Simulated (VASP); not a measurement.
Runs of VASP 6.6.1 on N. The structure is that of space group P6_3/mmc (No. 194), or close to it. The cells are those of the table. 

| cell | gap on the mesh (eV) | pressure (GPa) | moment (μB) |
| --- | --- | --- | --- |
| a = 3.738, b = 3.738, c = 5.890 Å, angles 90.0, 90.0, 120.0°, 2 atoms | 2.24 | -0.4 | 6.00 |
| a = 3.738, b = 3.738, c = 5.802 Å, angles 90.0, 90.0, 120.0°, 2 atoms | 2.20 | -0.4 | 6.00 |
| a = 3.738, b = 3.738, c = 5.978 Å, angles 90.0, 90.0, 120.0°, 2 atoms | 2.29 | -0.4 | 6.00 |
| a = 3.683, b = 3.683, c = 5.890 Å, angles 90.0, 90.0, 120.0°, 2 atoms | (b) | -0.4 | 6.00 |
| a = 3.683, b = 3.683, c = 5.978 Å, angles 90.0, 90.0, 120.0°, 2 atoms | 2.22 | -0.4 | 6.00 |
| a = 3.738, b = 3.738, c = 6.067 Å, angles 90.0, 90.0, 120.0°, 2 atoms | 2.33 | -0.4 | 6.00 |
| a = 3.738, b = 3.738, c = 5.713 Å, angles 90.0, 90.0, 120.0°, 2 atoms | (a) | -0.4 | 6.00 |
| a = 3.683, b = 3.683, c = 6.067 Å, angles 90.0, 90.0, 120.0°, 2 atoms | 2.26 | -0.4 | 6.00 |

Alike in all rows: task single point; level LDA; potentials or basis VASP PAW LDA potentials, release 64 (N); spin collinear, ferromagnetic start; k mesh 12 × 12 × 6; cutoff (eV) 520; smearing gaussian 0.05 eV.

Estimate the missing entries.

(a) 2.15; (b) 2.18.

A k mesh can miss the band edges.
